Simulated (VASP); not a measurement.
Wanted: the native input for a VASP 6.6.1 run.

| Property | Result |
| --- | --- |
| Task | single point |
| Functional | PBE |
| Potentials or basis | VASP PAW PBE potentials, release 64 (Zr_sv) |
| Cutoff | 520 eV |
| k mesh | 10 × 10 × 5 |
| Occupations | fermi-dirac, width 0.15 eV |
| Spin | no spin polarisation |
| Dipole correction | no |
| Further INCAR settings | ALGO = Normal; EDIFF = 1e-06; NBANDS = 19 |

The structure of Zr lies in POSCAR:

```
Zr
1.0
    3.2849930252      0.0000000000      0.0000000000
   -1.6424965126      2.8448873043      0.0000000000
    0.0000000000      0.0000000000      5.2313920485
Zr
2
Direct
    0.3333333333      0.6666666667      0.2500000000
    0.6666666667      0.3333333333      0.7500000000
```

One way to write it, as run:

INCAR

```
PREC     = Accurate       # precision mode
ENCUT    = 520            # plane-wave cutoff, eV
EDIFF    = 1E-6           # SCF threshold, eV
ISMEAR   = -1             # smearing method
SIGMA    = 0.15           # smearing width, eV
LREAL    = F              # projectors in reciprocal space
LASPH    = T              # aspherical terms in the spheres
NELM     = 60             # most SCF steps
ALGO     = Normal         # electronic algorithm
ISIF     = 2              # what is computed and relaxed
LWAVE    = F              # write WAVECAR
LCHARG   = F              # write CHGCAR
GGA      = PE             # functional
NBANDS   = 19             # bands
```

KPOINTS

```
Automatic mesh
0
Gamma
  10 10 5
```

Potentials or basis: VASP PAW PBE potentials, release 64 (Zr_sv).

Command:

```sh
$ cat potpaw_PBE.64/Zr_sv/POTCAR > POTCAR
$ mpirun -np 1 vasp_std > vasp.out
```

Results of the run:

```
Pressure               : -3.6 GPa
Band gap on the k mesh : zero (band 12 reaches 9.31 eV, above the bottom of band 13 at 8.14 eV)
```

It took 32 s on 1 thread of Intel(R) Xeon(R) Platinum 8259CL CPU @ 2.50GHz (Skylake/Cascade Lake), with other jobs on the host, peak memory 0.17 GiB.
